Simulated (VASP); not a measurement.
Wanted: the native input for a VASP 6.6.1 run.

| Quantity | Value |
| --- | --- |
| Task | single point |
| Functional | PBE |
| Potentials or basis | VASP PAW PBE potentials, release 64 (Si, Ga_d, Au) |
| Cutoff | 400 eV |
| k mesh | 1 × 1 × 1, shifted |
| Occupations | fermi-dirac, width 0.0586 eV |
| Spin | no spin polarisation |
| Dipole correction | no |
| Further INCAR settings | LREAL = Auto; ALGO = Normal; EDIFF = 1e-06; NBANDS = 116; ISYM = -1 |

The structure of Ga2Si3Au lies in POSCAR:

```
Ga2Si3Au
1.0
    7.3073390000     -0.0440410000     -0.0833530000
   -0.0440410000      7.3836060000     -0.0558830000
   -0.0833530000     -0.0558830000      7.7526330000
Si Ga Au
12 8 4
Direct
    0.1593552614      0.5572388485      0.8480385848
    0.5701802021      0.4166667150      0.5487098146
    0.8783208330      0.0425535857      0.0460208420
    0.2359547905      0.6119376232      0.4138579048
    0.1173485829     -0.0654187774      0.4975104018
    0.6703615509     -0.0287842831      0.7665086293
    0.1744149341      0.3267280676      0.5795306643
    0.8618339280      0.7589838047      0.1489960553
    0.8054916279      0.3146883668      0.7967943115
    0.1087410324      0.2453877890      0.9662095313
    0.5540754497      0.6339248954      0.2438599216
    0.8464587671      0.6905216296      0.8318944413
    0.5011795490      0.6170044159      0.9007758882
    0.3706342727      0.2969555124      0.2461106109
    0.2119537813      0.9011188513      0.1482365034
    0.1429390663      0.9177863864      0.8353146675
    0.8724410675      0.6146584203      0.4902818870
    0.5085981288      0.7439639644      0.5756244515
    0.5140359810      0.0618762505      0.4426604834
    0.8409109011      0.1700094700      0.5247997791
    0.7557026160      0.3291539507      0.1576899346
    0.5134842738      1.0020047486      0.0848364015
    0.0847924547      0.5220309310      0.1614152714
    0.3970330781      0.2184462407      0.8168716782
```

These files were run (other wordings do the same):

INCAR

```
SYSTEM = Ga2Si3Au
ALGO     = Normal         ! electronic algorithm
EDIFF    = 1E-6           ! SCF threshold, eV
ENCUT    = 400            ! plane-wave cutoff, eV
GGA      = PE             ! functional
GGA_COMPAT= .FALSE.      
ISIF     = 2              ! what is computed and relaxed
ISMEAR   = -1             ! smearing method
ISYM     = -1           
LASPH    = .TRUE.         ! aspherical terms in the spheres
LCHARG   = .FALSE.        ! write CHGCAR
LREAL    = Auto         
LWAVE    = .FALSE.        ! write WAVECAR
NBANDS   = 116            ! bands
NELM     = 120            ! most SCF steps
PREC     = Accurate       ! precision mode
SIGMA    = 0.0586         ! smearing width, eV
```

KPOINTS

```
explicit points
1
Reciprocal
  0.25000000   0.25000000   0.25000000 1
```

Potentials or basis: VASP PAW PBE potentials, release 64 (Si, Ga_d, Au).

Command:

```sh
$ cat potpaw_PBE.64/Si/POTCAR potpaw_PBE.64/Ga_d/POTCAR potpaw_PBE.64/Au/POTCAR > POTCAR
$ mpirun -np 1 vasp_std > vasp.out
```

Results of the run:

```json
{"Pressure": "4.2 GPa", "Largest force": "1.980 eV/Å"}
```

Caveat: the atoms stand as in a frame of molecular dynamics.

Wall time 2.5 min on 1 thread of Intel(R) Xeon(R) Platinum 8259CL CPU @ 2.50GHz (Skylake/Cascade Lake), on a shared host, peak memory 0.35 GiB.
